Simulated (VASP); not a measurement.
# Ag (Fm-3m) in VASP: notebook

Runs on Ag. Level: PBE. Tasks: electric field gradients, density of states.

Program: VASP 6.6.1. These are calculated values, not measurements. Logs are shortened: lines on timing, memory, paths and dates and some standing lists are left out, and cuts for length are marked.

## (1) The cell of the first run

The structure is cubic, space group Fm-3m (No. 225). Conventional cell: a = 4.127 Å, b = 4.127 Å, c = 4.127 Å, α = 90.00°, β = 90.00°, γ = 90.00°. Within 3.8 Å of Ag (site symmetry m-3m) lie 12 Ag at 2.92 Å.

## (2) Electric field gradients, PBE (volume scaled by 1.03)

File INCAR:

```
SYSTEM = Ag
PREC = Accurate
ENCUT = 520
EDIFF = 1E-8
ISMEAR = -1
SIGMA = 0.03
LREAL = .False.
LASPH = .True.
NELM = 100
ALGO = Normal
ISIF = 2
LWAVE = .False.
LCHARG = .False.
GGA = PE
LEFG = .True.
NBANDS = 12
```

File KPOINTS:

```
regular mesh
0
Gamma
  15 15 15
  0 0 0
```

File POSCAR:

```
Ag
1.0
    0.0000000000      2.0633300285      2.0633300285
    2.0633300285      0.0000000000      2.0633300285
    2.0633300285      2.0633300285      0.0000000000
Ag
1
Direct
    0.0000000000      0.0000000000      0.0000000000
```

Potentials or basis: VASP PAW PBE potentials, release 64 (Ag).

The run is started by

```sh
cat potpaw_PBE.64/Ag/POTCAR > POTCAR
mpirun -np 1 vasp_std > vasp.out
```

OUTCAR:

```text
SYSTEM = Ag
   PREC = Accurate
   ENCUT = 520
   EDIFF = 1E-8
   ISMEAR = -1
   LREAL = .False.
   LASPH = .True.
   NELM = 100
   ISIF = 2
   GGA = PE

 ion  position               nearest neighbor table
   1  0.000  0.000  0.000-

  LATTYP: Found a face centered cubic cell.
 ALAT       =     4.1266600570

  Lattice vectors:

 A1 = (   0.0000000000,   2.0633300285,   2.0633300285)
 A2 = (   2.0633300285,   0.0000000000,   2.0633300285)
 A3 = (   2.0633300285,   2.0633300285,   0.0000000000)

Analysis of symmetry for initial positions (statically):
=====================================================================
 Subroutine PRICEL returns:
 Original cell was already a primitive cell.

 Routine SETGRP: Setting up the symmetry group for a
 face centered cubic supercell.

 Subroutine GETGRP returns: Found 48 space group operations
 (whereof 48 operations were pure point group operations)
 out of a pool of 48 trial point group operations.

The static configuration has the point symmetry O_h .

Analysis of symmetry for dynamics (positions and initial velocities):
=====================================================================
 Subroutine PRICEL returns:
 Original cell was already a primitive cell.

 Routine SETGRP: Setting up the symmetry group for a
 face centered cubic supercell.

 Subroutine GETGRP returns: Found 48 space group operations
 (whereof 48 operations were pure point group operations)
 out of a pool of 48 trial point group operations.

The dynamic configuration has the point symmetry O_h .

 Subroutine INISYM returns: Found 48 space group operations
 (whereof 48 operations are pure point group operations),
 and found     1 'primitive' translations

----------------------------------------------------------------------------------------

                                     Primitive cell

  volume of cell :      17.5686

  direct lattice vectors                    reciprocal lattice vectors
     0.000000000  2.063330028  2.063330028    -0.242326721  0.242326721  0.242326721
     2.063330028  0.000000000  2.063330028     0.242326721 -0.242326721  0.242326721
     2.063330028  2.063330028  0.000000000     0.242326721  0.242326721 -0.242326721

  length of vectors
     2.917989310  2.917989310  2.917989310     0.419722193  0.419722193  0.419722193

  position of ions in fractional coordinates (direct lattice)
     0.000000000  0.000000000  0.000000000

  ion indices of the primitive-cell ions
   primitive index   ion index
                 1           1

----------------------------------------------------------------------------------------

 KPOINTS: regular mesh

Automatic generation of k-mesh.
 Grid dimensions read from file:
 generate k-points for:   15   15   15

 Generating k-lattice:

  Cartesian coordinates                     Fractional coordinates (reciprocal lattice)
    -0.016155115  0.016155115  0.016155115     0.066666667  0.000000000  0.000000000
     0.016155115 -0.016155115  0.016155115     0.000000000  0.066666667  0.000000000
     0.016155115  0.016155115 -0.016155115     0.000000000  0.000000000  0.066666667

  Length of vectors
     0.027981480  0.027981480  0.027981480

  Shift w.r.t. Gamma in fractional coordinates (k-lattice)
     0.000000000  0.000000000  0.000000000

 Subroutine IBZKPT returns following result:
 ===========================================

 Found    120 irreducible k-points:

 Following reciprocal coordinates:
            Coordinates               Weight
  0.000000  0.000000  0.000000      1.000000
  0.066667  0.000000  0.000000      8.000000
  0.133333  0.000000  0.000000      8.000000
  0.200000  0.000000  0.000000      8.000000
  0.266667  0.000000  0.000000      8.000000
  0.333333  0.000000  0.000000      8.000000
[... 16 lines left out ...]
  0.133333  0.133333  0.000000      6.000000
  0.200000  0.133333  0.000000     24.000000
 [... further k-points ...]
   k-points           NKPTS =    120   k-points in BZ     NKDIM =    120   number of bands    NBANDS=     12
   number of dos      NEDOS =    301   number of ions     NIONS =      1
   total plane-waves  NPLWV =  13824
   dimension x,y,z NGX =    24 NGY =   24 NGZ =   24
   dimension x,y,z NGXF=    48 NGYF=   48 NGZF=   48
   ions per type =               1
   NGX,Y,Z   is equivalent  to a cutoff of  13.67, 13.67, 13.67 a.u.
   NGXF,Y,Z  is equivalent  to a cutoff of  27.35, 27.35, 27.35 a.u.
 SYSTEM =  Ag
   PREC   = accura    normal or accurate (medium, high low for compatibility)
   ISTART =      0    job   : 0-new  1-cont  2-samecut
   ICHARG =      2    charge: 1-file 2-atom 10-const
   ISPIN  =      1    spin polarized calculation?
   LNONCOLLINEAR =      F non collinear calculations
   LSORBIT =      F    spin-orbit coupling
   LASPH  =      T    aspherical Exc in radial PAW
   ENCUT  =  520.0 eV  38.22 Ry    6.18 a.u.   5.43  5.43  5.43*2*pi/ulx,y,z
   NELM   =    100;   NELMIN=  2; NELMDL= -5     # of ELM steps
   EDIFF  = 0.1E-07   stopping-criterion for ELM
   LREAL  =      F    real-space projection
   EDIFFG = 0.1E-06   stopping-criterion for IOM
   NSW    =      0    number of steps for IOM
   IBRION =     -1    ionic relax: 0-MD 1-quasi-New 2-CG
   NFREE  =      0    steps in history (QN), initial steepest desc. (CG)
   ISIF   =      2    stress and relaxation
   ISYM   =      2    0-nonsym 1-usesym 2-fastsym
   POTIM  = 0.5000    time-step for ionic-motion
   TEBEG  =    0.0;   TEEND  =   0.0 temperature during run
   PSTRESS=    0.0 pullay stress
   NELECT =      11.0000    total number of electrons
   NUPDOWN=      -1.0000    fix difference up-down
   EMIN   =  10.00;   EMAX   =-10.00  energy-range for DOS
   EFERMI =   0.00;   METHOD = LEGACY
   ISMEAR =    -1;   SIGMA  =   0.03  broadening in eV -4-tet -1-fermi 0-gaus
   EFERMI_NEDOS =   21; number of points for ismear=-14 and -15
   IALGO  =     38    algorithm
   IMIX   =      4    mixing-type and parameters
     AMIX     =   0.40;   BMIX     =  1.00
     AMIX_MAG =   1.60;   BMIX_MAG =  1.00
  volume/ion in A,a.u.               =      17.57       118.56
  Fermi-wavevector in a.u.,A,eV,Ry     =   1.400534  2.646626 26.687771  1.961496
  Thomas-Fermi vector in A             =   2.523485
   LORBIT       =      0    0 simple, 1 ext, 2 COOP (PROOUT), +10 PAW based schemes
   GGA     = PE    functional components
   LHFCALC =     F    Hartree Fock is set to
   AEXX    =    0.0000 exact exchange contribution
   IVDW    =     0    specifies the selected vdW correction
   LEPSILON=     F    determine dielectric tensor
   LRPA    =     F    only Hartree local field effects (RPA)
 non-spin polarized calculation
  energy-cutoff  :      520.00
  volume of cell :       17.57
 maximum number of plane-waves:       495
 NGX is ok and might be reduce to    24
   NGX = 11   NGY = 11   NGZ = 11

 number of electron      10.9999999 magnetization

 Free energy of the ion-electron system (eV)
  ---------------------------------------------------
  ext. energy  EPLUGINS =         0.00000000
  ---------------------------------------------------
  free energy    TOTEN  =        -2.71288083 eV

  energy without entropy =       -2.71132765  energy(sigma->0) =       -2.71210424

 E-fermi :   8.1590     XC(G=0): -12.0327

 val. band max:        8.1388395685   @ k =  -0.3333   0.2000   0.0000
 cond. band min:       8.1792465978   @ k =  -0.2667   0.2667   0.0667
 fundamental gap:      0.0404070293
 Fermi energy:         8.1590456105

 k-point     1 :       0.0000    0.0000    0.0000
  band No.  band energies     occupation
      1       0.4703      2.00000
      2       3.3164      2.00000
      3       3.3164      2.00000
      4       3.3164      2.00000
      5       4.2962      2.00000
      6       4.2962      2.00000
      7      23.9773      0.00000
      8      27.3784      0.00000
      9      27.3784      0.00000
     10      27.3784      0.00000
     11      32.1143      0.00000
     12      33.0635      0.00000

 k-point     2 :       0.0667    0.0000    0.0000
  band No.  band energies     occupation
      1       0.6058      2.00000
      2       3.2866      2.00000
      3       3.3528      2.00000
      4       3.3528      2.00000
      5       4.2825      2.00000
      6       4.2825      2.00000
      7      23.9796      0.00000
      8      26.2467      0.00000
      9      27.4208      0.00000
     10      27.4208      0.00000
     11      32.0245      0.00000
     12      32.9204      0.00000
[... 316 lines left out ...]
 k-point    24 :       0.2000    0.1333    0.0000
  band No.  band energies     occupation
      1       1.5784      2.00000
      2       2.9450      2.00000
      3       3.6578      2.00000
      4       3.6900      2.00000
      5       4.0704      2.00000
      6       4.4767      2.00000
      7      22.8797      0.00000
      8      24.5300      0.00000
      9      24.7939      0.00000
     10      26.3530      0.00000
     11      29.6520      0.00000
     12      32.9549      0.00000

 [... further k-points ...]
[... 5 lines left out ...]
  --------------------------------------------------------------------------------------
  -------------------------------------------------------------------------------------
  Total        0.1354507      0.1354507      0.1354507      0.0000000      0.0000000     -0.0000000
  in kB       12.3525282     12.3525282     12.3525282      0.0000000      0.0000000     -0.0000000
  external PRESSURE =      12.3525282 kB  Pullay stress =       0.0000000 kB

 VOLUME and BASIS-vectors are now :
 -----------------------------------------------------------------------------
  energy-cutoff  :      520.00
  volume of cell :       17.57
      direct lattice vectors                 reciprocal lattice vectors
     0.000000000  2.063330028  2.063330028    -0.242326721  0.242326721  0.242326721
     2.063330028  0.000000000  2.063330028     0.242326721 -0.242326721  0.242326721
     2.063330028  2.063330028  0.000000000     0.242326721  0.242326721 -0.242326721

 POSITION                                       TOTAL-FORCE (eV/Angst)
 -----------------------------------------------------------------------------------
      0.00000      0.00000      0.00000         0.000000      0.000000      0.000000
 -----------------------------------------------------------------------------------
    total drift:                               -0.000000      0.000000     -0.000000

  FREE ENERGIE OF THE ION-ELECTRON SYSTEM (eV)
  ---------------------------------------------------
  free  energy   TOTEN  =        -2.7128808264 eV

  energy  without entropy=       -2.7113276477  energy(sigma->0) =       -2.71210424

 Electric field gradients (V/A^2)
---------------------------------------------------------------------
 ion       V_xx      V_yy      V_zz      V_xy      V_xz      V_yz
---------------------------------------------------------------------
   1      -0.000    -0.000    -0.000     0.001     0.001     0.001
---------------------------------------------------------------------

 Electric field gradients after diagonalization (V/A^2)
 (convention: |V_zz| > |V_xx| > |V_yy|)
----------------------------------------------------------------------
 ion       V_xx      V_yy      V_zz     asymmetry (V_yy - V_xx)/ V_zz
----------------------------------------------------------------------
   1      -0.001    -0.001     0.001       0.000
----------------------------------------------------------------------

           NMR quadrupolar parameters

 Cq : quadrupolar parameter    Cq=e*Q*V_zz/h
 eta: asymmetry parameters     (V_yy - V_xx)/ V_zz
 Q  : nuclear electric quadrupole moment in mb (millibarn)
----------------------------------------------------------------------
 ion       Cq(MHz)       eta       Q (mb)
----------------------------------------------------------------------
   1       0.000       0.000       1.000
----------------------------------------------------------------------
```

Run time: 15 s. Hardware: 1 thread of Intel Xeon 6975P-C, shared host; peak memory 0.16 GiB.

What came out:

```
Free energy : -2.7129 eV
Pressure    : 1.2 GPa
```

Caveat: without QUAD_EFG the Cq values of the log hold for a quadrupole moment of 1 mb, not for the nuclei.

(Continued in part 2 of 2.)
